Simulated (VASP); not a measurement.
# Si2Mo (I4/mmm) in VASP: notebook

The runs below take Si2Mo through single point, with PBEsol.

Program: VASP 6.6.1. These are calculated values, not measurements. Logs are shortened: lines on timing, memory, paths and dates and some standing lists are left out, and cuts for length are marked.

## (1) The cell of the first run

Symmetry: I4/mmm, No. 139, tetragonal system. The conventional cell has a = 3.094 Å, b = 3.094 Å, c = 7.962 Å, α = 90.00°, β = 90.00°, γ = 90.00°. Within 3.4 Å of Si (site symmetry 4mm) lie 5 Mo at 2.55 to 2.67 Å and 9 Si at 2.57 to 3.09 Å. Mo (site symmetry 4/mmm) has 10 Si at 2.55 to 2.67 Å and 4 Mo at 3.09 Å within 3.4 Å.

## (2) Single point, PBEsol (biaxial strain in the a-b plane: -3.0 %)

INCAR

```
SYSTEM = Si2Mo
ALGO = Normal ; EDIFF = 1E-6
ENCUT = 520 ; GGA = PS
ISIF = 2 ; ISMEAR = 0
LASPH = .TRUE. ; LCHARG = .FALSE.
LREAL = .FALSE. ; LWAVE = .FALSE.
NBANDS = 31 ; NELM = 80
PREC = Accurate ; SIGMA = 0.1
```

KPOINTS

```
k-points
0
G
  12 12 6
  0 0 0
```

POSCAR

```
Si2Mo
1.0
    3.0943680645      0.0000000000      0.0000000000
    0.0000000000      3.0943680645      0.0000000000
    0.0000000000      0.0000000000      7.9621689157
Si Mo
4 2
Direct
    0.0000000000      0.0000000000      0.3349525759
    0.5000000000      0.5000000000      0.1650474241
    0.5000000000      0.5000000000      0.8349525759
    0.0000000000      0.0000000000      0.6650474241
    0.0000000000      0.0000000000      0.0000000000
    0.5000000000      0.5000000000      0.5000000000
```

Potentials or basis: VASP PAW PBE potentials, release 64 (Si, Mo_sv).

On the command line:

```
cat potpaw_PBE.64/Si/POTCAR potpaw_PBE.64/Mo_sv/POTCAR > POTCAR
mpirun -np 1 vasp_std > vasp.out
```

OUTCAR:

```text
SYSTEM = Si2Mo
   EDIFF = 1E-6
   ENCUT = 520
   GGA = PS
   ISIF = 2
   ISMEAR = 0
   LASPH = .TRUE.
   LREAL = .FALSE.
   NELM = 80
   PREC = Accurate

 ion  position               nearest neighbor table
   1  0.000  0.000  0.335-   6 2.55   6 2.55   6 2.55   6 2.55   2 2.57   2 2.57   2 2.57   2 2.57
                             4 2.63   5 2.67
   2  0.500  0.500  0.165-   5 2.55   5 2.55   5 2.55   5 2.55   1 2.57   1 2.57   1 2.57   1 2.57
                             3 2.63   6 2.67
   3  0.500  0.500  0.835-   5 2.55   5 2.55   5 2.55   5 2.55   4 2.57   4 2.57   4 2.57   4 2.57
                             2 2.63   6 2.67
   4  0.000  0.000  0.665-   6 2.55   6 2.55   6 2.55   6 2.55   3 2.57   3 2.57   3 2.57   3 2.57
                             1 2.63   5 2.67
   5  0.000  0.000  0.000-   2 2.55   3 2.55   2 2.55   3 2.55   2 2.55   3 2.55   2 2.55   3 2.55
                             1 2.67   4 2.67
   6  0.500  0.500  0.500-   1 2.55   4 2.55   1 2.55   4 2.55   1 2.55   4 2.55   1 2.55   4 2.55
                             3 2.67   2 2.67

  LATTYP: Found a simple tetragonal cell.
 ALAT       =     3.0943680645
 C/A-ratio  =     2.5731163035

  Lattice vectors:

 A1 = (   3.0943680645,   0.0000000000,   0.0000000000)
 A2 = (   0.0000000000,   3.0943680645,   0.0000000000)
 A3 = (   0.0000000000,   0.0000000000,   7.9621689157)

Analysis of symmetry for initial positions (statically):
=====================================================================
 Subroutine PRICEL returns following result:

  LATTYP: Found a body centered tetragonal cell.
 ALAT       =     3.0943680645
 C/A-ratio  =     2.5731163035

  Lattice vectors:

 A1 = (  -1.5471840322,   1.5471840322,   3.9810844579)
 A2 = (   1.5471840322,  -1.5471840322,   3.9810844579)
 A3 = (   1.5471840322,   1.5471840323,  -3.9810844579)

   2 primitive cells build up your supercell.

 Routine SETGRP: Setting up the symmetry group for a
 simple tetragonal supercell.

 Subroutine GETGRP returns: Found 16 space group operations
 (whereof 16 operations were pure point group operations)
 out of a pool of 16 trial point group operations.

The static configuration has the point symmetry D_4h.

Analysis of symmetry for dynamics (positions and initial velocities):
=====================================================================
 Subroutine PRICEL returns following result:

  LATTYP: Found a body centered tetragonal cell.
 ALAT       =     3.0943680645
 C/A-ratio  =     2.5731163035

  Lattice vectors:

 A1 = (  -1.5471840322,   1.5471840322,   3.9810844579)
 A2 = (   1.5471840322,  -1.5471840322,   3.9810844579)
 A3 = (   1.5471840322,   1.5471840323,  -3.9810844579)

   2 primitive cells build up your supercell.

 Routine SETGRP: Setting up the symmetry group for a
 simple tetragonal supercell.

 Subroutine GETGRP returns: Found 16 space group operations
 (whereof 16 operations were pure point group operations)
 out of a pool of 16 trial point group operations.

The dynamic configuration has the point symmetry D_4h.

 Subroutine INISYM returns: Found 16 space group operations
 (whereof 16 operations are pure point group operations),
 and found     2 'primitive' translations

----------------------------------------------------------------------------------------

                                     Primitive cell

  volume of cell :      38.1193

  direct lattice vectors                    reciprocal lattice vectors
    -1.547184032  1.547184032  3.981084458    -0.000000000  0.323167761  0.125593919
     1.547184032 -1.547184032  3.981084458     0.323167761  0.000000000  0.125593919
     1.547184032  1.547184032 -3.981084458     0.323167761  0.323167761 -0.000000000

  length of vectors
     4.542751404  4.542751404  4.542751404     0.346714918  0.346714918  0.457028231

  position of ions in fractional coordinates (direct lattice)
     0.334952576  0.334952576  1.000000000
     0.665047424  0.665047424  1.000000000
     0.000000000  0.000000000  0.000000000

  ion indices of the primitive-cell ions
   primitive index   ion index
                 1           1
                 2           4
                 3           5

----------------------------------------------------------------------------------------

 KPOINTS: k-points

Automatic generation of k-mesh.
 Grid dimensions read from file:
 generate k-points for:   12   12    6

 Generating k-lattice:

  Cartesian coordinates                     Fractional coordinates (reciprocal lattice)
     0.026930647  0.000000000  0.000000000     0.083333333  0.000000000  0.000000000
     0.000000000  0.026930647  0.000000000     0.000000000  0.083333333  0.000000000
     0.000000000  0.000000000  0.020932320     0.000000000  0.000000000  0.166666667

  Length of vectors
     0.026930647  0.026930647  0.020932320

  Shift w.r.t. Gamma in fractional coordinates (k-lattice)
     0.000000000  0.000000000  0.000000000

 Subroutine IBZKPT returns following result:
 ===========================================

 Found    112 irreducible k-points:

 Following reciprocal coordinates:
            Coordinates               Weight
  0.000000  0.000000  0.000000      1.000000
  0.083333  0.000000  0.000000      4.000000
  0.166667  0.000000  0.000000      4.000000
  0.250000  0.000000  0.000000      4.000000
  0.333333  0.000000  0.000000      4.000000
  0.416667  0.000000  0.000000      4.000000
[... 16 lines left out ...]
  0.333333  0.333333  0.000000      4.000000
  0.416667  0.333333  0.000000      8.000000
 [... further k-points ...]
   k-points           NKPTS =    112   k-points in BZ     NKDIM =    112   number of bands    NBANDS=     31
   number of dos      NEDOS =    301   number of ions     NIONS =      6
   total plane-waves  NPLWV =  34560
   dimension x,y,z NGX =    24 NGY =   24 NGZ =   60
   dimension x,y,z NGXF=    48 NGYF=   48 NGZF=  120
   ions per type =               4   2
   NGX,Y,Z   is equivalent  to a cutoff of  12.89, 12.89, 12.53 a.u.
   NGXF,Y,Z  is equivalent  to a cutoff of  25.79, 25.79, 25.06 a.u.
 SYSTEM =  Si2Mo
   PREC   = accura    normal or accurate (medium, high low for compatibility)
   ISTART =      0    job   : 0-new  1-cont  2-samecut
   ICHARG =      2    charge: 1-file 2-atom 10-const
   ISPIN  =      1    spin polarized calculation?
   LNONCOLLINEAR =      F non collinear calculations
   LSORBIT =      F    spin-orbit coupling
   LASPH  =      T    aspherical Exc in radial PAW
   ENCUT  =  520.0 eV  38.22 Ry    6.18 a.u.   5.75  5.75 14.80*2*pi/ulx,y,z
   NELM   =     80;   NELMIN=  2; NELMDL= -5     # of ELM steps
   EDIFF  = 0.1E-05   stopping-criterion for ELM
   LREAL  =      F    real-space projection
   EDIFFG = 0.1E-04   stopping-criterion for IOM
   NSW    =      0    number of steps for IOM
   IBRION =     -1    ionic relax: 0-MD 1-quasi-New 2-CG
   NFREE  =      0    steps in history (QN), initial steepest desc. (CG)
   ISIF   =      2    stress and relaxation
   ISYM   =      2    0-nonsym 1-usesym 2-fastsym
   POTIM  = 0.5000    time-step for ionic-motion
   TEBEG  =    0.0;   TEEND  =   0.0 temperature during run
   PSTRESS=    0.0 pullay stress
   NELECT =      44.0000    total number of electrons
   NUPDOWN=      -1.0000    fix difference up-down
   EMIN   =  10.00;   EMAX   =-10.00  energy-range for DOS
   EFERMI =   0.00;   METHOD = LEGACY
   ISMEAR =     0;   SIGMA  =   0.10  broadening in eV -4-tet -1-fermi 0-gaus
   EFERMI_NEDOS =   21; number of points for ismear=-14 and -15
   IALGO  =     38    algorithm
   IMIX   =      4    mixing-type and parameters
     AMIX     =   0.40;   BMIX     =  1.00
     AMIX_MAG =   1.60;   BMIX_MAG =  1.00
  volume/ion in A,a.u.               =      12.71        85.75
  Fermi-wavevector in a.u.,A,eV,Ry     =   1.363015  2.575725 25.277036  1.857810
  Thomas-Fermi vector in A             =   2.489455
   LORBIT       =      0    0 simple, 1 ext, 2 COOP (PROOUT), +10 PAW based schemes
   GGA     = PS    functional components
   LHFCALC =     F    Hartree Fock is set to
   AEXX    =    0.0000 exact exchange contribution
   IVDW    =     0    specifies the selected vdW correction
   LEPSILON=     F    determine dielectric tensor
   LRPA    =     F    only Hartree local field effects (RPA)
 non-spin polarized calculation
 Gauss-broadening in eV      SIGMA  =   0.10
  energy-cutoff  :      520.00
  volume of cell :       76.24
 maximum number of plane-waves:      2076
 NGX is ok and might be reduce to    24
   NGX = 11   NGY = 11   NGZ = 29

 number of electron      43.9999996 magnetization

 Free energy of the ion-electron system (eV)
  ---------------------------------------------------
  ext. energy  EPLUGINS =         0.00000000
  ---------------------------------------------------
  free energy    TOTEN  =       -49.90552274 eV

  energy without entropy =      -49.90124819  energy(sigma->0) =      -49.90338546

 E-fermi :  13.1836     XC(G=0): -12.7722

 val. band max:       13.1734628962   @ k =   0.2500   0.1667   0.0000
 cond. band min:      13.1939343073   @ k =   0.1667   0.1667   0.1667
 fundamental gap:      0.0204714111
 Fermi energy:        13.1835970078

 k-point     1 :       0.0000    0.0000    0.0000
  band No.  band energies     occupation
      1     -47.5152      2.00000
      2     -47.5146      2.00000
      3     -21.7996      2.00000
      4     -21.7731      2.00000
      5     -21.5894      2.00000
      6     -21.5894      2.00000
[... 23 lines left out ...]
     30      17.1027      0.00000
     31      18.2889      0.00000

 k-point     2 :       0.0833    0.0000    0.0000
  band No.  band energies     occupation
      1     -47.5132      2.00000
      2     -47.5126      2.00000
      3     -21.7960      2.00000
      4     -21.7704      2.00000
      5     -21.6146      2.00000
      6     -21.6132      2.00000
[... 23 lines left out ...]
     30      17.6434      0.00000
     31      18.2675      0.00000

 k-point     3 :       0.1667    0.0000    0.0000
  band No.  band energies     occupation
      1     -47.5079      2.00000
      2     -47.5074      2.00000
      3     -21.7859      2.00000
      4     -21.7630      2.00000
      5     -21.6831      2.00000
      6     -21.6820      2.00000
[... 703 lines left out ...]
     30      17.1160      0.00000
     31      18.7219      0.00000

 k-point    24 :       0.4167    0.3333    0.0000
  band No.  band energies     occupation
      1     -47.4667      2.00000
      2     -47.4667      2.00000
      3     -21.8893      2.00000
      4     -21.8892      2.00000
      5     -21.8163      2.00000
      6     -21.8159      2.00000
[... 23 lines left out ...]
     30      16.9992      0.00000
     31      18.6988      0.00000

 [... further k-points ...]

------------------------ aborting loop because EDIFF is reached ----------------------------------------

  FORCE on cell =-STRESS in cart. coord.  units (eV):
  Direction    XX          YY          ZZ          XY          YZ          ZX
  --------------------------------------------------------------------------------------
  -------------------------------------------------------------------------------------
  Total        7.8891560      7.8891560     -0.9589249      0.0000000      0.0000000      0.0000000
  in kB      165.7928517    165.7928517    -20.1520781      0.0000000      0.0000000      0.0000000
  external PRESSURE =     103.8112084 kB  Pullay stress =       0.0000000 kB

 VOLUME and BASIS-vectors are now :
 -----------------------------------------------------------------------------
  energy-cutoff  :      520.00
  volume of cell :       76.24
      direct lattice vectors                 reciprocal lattice vectors
     3.094368064  0.000000000  0.000000000     0.323167761  0.000000000  0.000000000
     0.000000000  3.094368064  0.000000000     0.000000000  0.323167761  0.000000000
     0.000000000  0.000000000  7.962168916     0.000000000  0.000000000  0.125593919

 POSITION                                       TOTAL-FORCE (eV/Angst)
 -----------------------------------------------------------------------------------
      0.00000      0.00000      2.66695        -0.000000      0.000000     -0.052380
      1.54718      1.54718      1.31414         0.000000      0.000000      0.052380
      1.54718      1.54718      6.64803         0.000000      0.000000     -0.052380
      0.00000      0.00000      5.29522         0.000000      0.000000      0.052380
      0.00000      0.00000      0.00000         0.000000     -0.000000     -0.000000
      1.54718      1.54718      3.98108        -0.000000     -0.000000     -0.000000
 -----------------------------------------------------------------------------------
    total drift:                                0.000000      0.000000     -0.000000

  FREE ENERGIE OF THE ION-ELECTRON SYSTEM (eV)
  ---------------------------------------------------
  free  energy   TOTEN  =       -49.9055227375 eV

  energy  without entropy=      -49.9012481879  energy(sigma->0) =      -49.90338546
```

Run time: 2.1 min. Hardware: 1 thread of AMD EPYC 9R45 (Zen 5), shared host; peak memory 0.29 GiB.

Results:

| Item | Value |
| --- | --- |
| Free energy | -49.9055 eV |
| Pressure | 10.4 GPa |
| Largest force | 0.052 eV/Å |
| Band gap on the k mesh | zero (band 22 reaches 13.79 eV, above the bottom of band 23 at 12.87 eV) |

Forces in eV/Å, atoms in the order of the input:
```
Si   0.000  0.000 -0.052
Si   0.000  0.000  0.052
Si   0.000  0.000 -0.052
Si   0.000  0.000  0.052
Mo   0.000  0.000  0.000
Mo   0.000  0.000  0.000
```

Caveat: the cell differs from its parent crystal (biaxial strain in the a-b plane: -3.0 %); the PAW data sets were made with another functional, which shifts forces and pressure a little.

## (3) Single point, PBEsol (biaxial strain in the a-b plane: -1.5 %, then relaxed in part)

INCAR

```
PREC = Accurate
ENCUT = 520
EDIFF = 1E-6
ISMEAR = 0
SIGMA = 0.1
LREAL = F
LASPH = T
NELM = 80
ALGO = Normal
ISIF = 2
LWAVE = F
LCHARG = F
GGA = PS
NBANDS = 31
```

KPOINTS

```
regular mesh
0
Gamma
  12 12 6
```

POSCAR: that of step 2 with these lines changed.

```diff
@@ -2,5 +2,5 @@
 1.0
-    3.0943680645      0.0000000000      0.0000000000
-    0.0000000000      3.0943680645      0.0000000000
-    0.0000000000      0.0000000000      7.9621689157
+    3.1422191171      0.0000000000      0.0000000000
+    0.0000000000      3.1422191171      0.0000000000
+    0.0000000000      0.0000000000      7.8666345625
 Si Mo
```

Potentials or basis: VASP PAW PBE potentials, release 64 (Si, Mo_sv).

On the command line:

```
cat potpaw_PBE.64/Si/POTCAR potpaw_PBE.64/Mo_sv/POTCAR > POTCAR
mpirun -np 1 vasp_std > vasp.out
```

Run time: 1.9 min. Hardware: 1 thread of AMD EPYC 9R45 (Zen 5), shared host; peak memory 0.29 GiB.

The run converged. Its results:

```yaml
Free_energy: -50.0946 eV
Pressure: 5.8 GPa
Largest_force: 0.012 eV/Å
Band_gap_on_the_k_mesh: zero (band 22 reaches 13.33 eV, above the bottom of band 23 at 12.43 eV)
```

Forces in eV/Å, atoms in the order of the input:
```
Si   0.000  0.000 -0.012
Si   0.000  0.000  0.012
Si   0.000  0.000 -0.012
Si   0.000  0.000  0.012
Mo   0.000  0.000  0.000
Mo   0.000  0.000  0.000
```

Stress tensor (GPa, compression positive):
```
8.50 0.00 0.00
0.00 8.50 0.00
0.00 0.00 0.43
```

Levels at points of the mesh, in eV from the Fermi level:
| k point | band 18 | band 19 | band 20 | band 21 | band 22 | band 23 | band 24 | band 25 | band 26 | band 27 |
| --- | --- | --- | --- | --- | --- | --- | --- | --- | --- | --- |
| (0.00, 0.00, 0.00) | -2.42 | -0.73 | -0.73 | -0.42 | -0.42 | 0.41 | 0.53 | 2.94 | 3.40 | 3.69 |
| (0.50, 0.00, 0.00) | -2.80 | -2.63 | -2.63 | -0.76 | -0.76 | 1.80 | 1.80 | 3.26 | 3.26 | 3.71 |
| (0.50, 0.50, 0.00) | -4.66 | -3.44 | -3.44 | -1.28 | -1.28 | 2.44 | 2.44 | 2.76 | 2.76 | 2.97 |
| (0.00, 0.00, 0.50) | -2.16 | -2.16 | -2.16 | 0.47 | 0.47 | 1.73 | 1.73 | 1.73 | 1.73 | 2.09 |
| (0.50, 0.00, 0.50) | -2.86 | -2.67 | -2.67 | -0.59 | -0.59 | 2.35 | 2.35 | 3.20 | 3.20 | 3.97 |
| (0.50, 0.50, 0.50) | -2.91 | -2.30 | -2.30 | -2.30 | -2.30 | 0.18 | 0.18 | 2.44 | 2.44 | 3.88 |

Caveat: the cell differs from its parent crystal (biaxial strain in the a-b plane: -1.5 %, then relaxed in part); the PAW data sets were made with another functional, which shifts forces and pressure a little.

(Continued in part 2 of 2.)
